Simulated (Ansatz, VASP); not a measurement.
# Na3H2 in VASP and in Ansatz

```
Na H
1.0
     4.39118    0.00000    0.00000
     0.00000    4.39118    0.00000
     0.00000    0.00000    7.62069
Na H
3 2
Direct
  0.00000 0.00000 0.00000
  0.50000 0.50000 0.50000
  0.00000 0.00000 0.50000
  0.50000 0.00000 0.55095
  0.00000 0.50000 0.44905
```

Change from the starting cell: ordered vacancies on the cation sites of antifluorite (P-4m2, No. 115).

Alike in both runs: functional PBE; k mesh 8 × 8 × 6; occupations gaussian, width 0.1 eV; no spin polarisation.

Ansatz relaxed the structure, and its values are those at the end. VASP's run is a single point on that final structure, the one shown.

|  | VASP | Ansatz |
| --- | --- | --- |
| version | VASP 6.6.1 | Ansatz 0.2.0 |
| potentials or method | VASP PAW PBE potentials, release 64 (Na_pv, H), cutoff 520 eV | scalar-relativistic, plane waves, PAW |
| valence electrons in the cell | 23 | 29 |

```csv
,VASP,Ansatz,Ansatz less VASP
gap on the k mesh at the Fermi level (eV),none,none,-
pressure (GPa),0.0,0.0,+0.01
```

A gap of «none» marks a metal or a gap that the smearing closes. VASP's potentials hold 23 valence electrons a cell and Ansatz's 29, so a difference there can come from the potentials and not from the codes.
